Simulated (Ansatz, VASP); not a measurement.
## Ir in VASP and in Ansatz

POSCAR

```
Ir
1.0
    2.7292665793      0.0000000000      0.0000000000
   -1.3646332897      2.3636141914      0.0000000000
    0.0000000000      0.0000000000      4.4217407521
Ir
2
Direct
    0.7276919922      0.3788848267      0.7507165353
    0.2723080078      0.6211151733      0.2492834647
```

Contents of INCAR.step1:

```
SYSTEM = Ir
  PREC = Accurate
  ENCUT = 520
  ISMEAR = 0
  SIGMA = 0.15
  LREAL = .False.
  LASPH = .True.
  NELM = 60
  NBANDS = 16
  GGA = PE
  ALGO = Normal
  EDIFF = 1E-4
  LWAVE = .True.
  LCHARG = .False.
```

File INCAR.step2:

```
SYSTEM = Ir
  PREC = Accurate
  ENCUT = 520
  EDIFF = 1E-6
  ISMEAR = 0
  SIGMA = 0.15
  LREAL = .False.
  LASPH = .True.
  NELM = 60
  ALGO = Normal
  ISIF = 2
  LWAVE = .False.
  LCHARG = .True.
  METAGGA = R2SCAN
  LMIXTAU = .True.
  LELF = .True.
  LVHAR = .True.
  NBANDS = 16
  ISTART = 1
```

Contents of KPOINTS:

```
regular mesh
0
Gamma
  12 12 8
  0 0 0
```

Input for Ansatz:

```yaml
crystal:
  lattice:
    - [2.7292665793, 0.0, 0.0]
    - [-1.3646332897, 2.3636141914, 0.0]
    - [0.0, 0.0, 4.4217407521]
  atoms:
    - { symbol: Ir, position: [0.7276919922, 0.3788848267, 0.7507165353] }
    - { symbol: Ir, position: [0.2723080078, 0.6211151733, 0.2492834647] }
basis:
  ecutwfc: 500
kpoints:
  mp_grid: { grid: [12, 12, 8] }
hamiltonian:
  xc: r2scan
scf:
  occupations: { method: gaussian, width: 0.15 }
output:
  forces: true
  stress: true
  eigenvalues: true
```

Change from the starting cell: atom 1 moved 0.30 Å.

Alike in both runs: task single point; functional r2SCAN; k mesh 12 × 12 × 8; occupations gaussian, width 0.15 eV; no spin polarisation.

|  | VASP | Ansatz |
| --- | --- | --- |
| version | VASP 6.6.1 | Ansatz 0.2.0 |
| potentials or method | VASP PAW PBE potentials, release 64 (Ir), cutoff 520 eV | scalar-relativistic, plane waves, PAW |
| valence electrons in the cell | 18 | 34 |

|  | VASP | Ansatz | Ansatz less VASP |
| --- | --- | --- | --- |
| gap on the k mesh at the Fermi level (eV) | none | none | - |
| pressure (GPa) | 7.0 | 4.4 | -2.57 |
| traceless stress, the component that is largest in VASP (GPa) | 5.57 | 5.21 | -0.356 |
| rms of the force components (eV/Å) | 0.872 | 0.855 | -0.0175 |

VASP's potentials were made for PBE, not for r2SCAN. Atom by atom the forces differ by 0.018 eV/Å (rms over components). A gap of «none» marks a metal or a gap that the smearing closes. VASP's potentials hold 18 valence electrons a cell and Ansatz's 34, so a difference there can come from the potentials and not from the codes.

Neither program's run includes spin-orbit coupling.
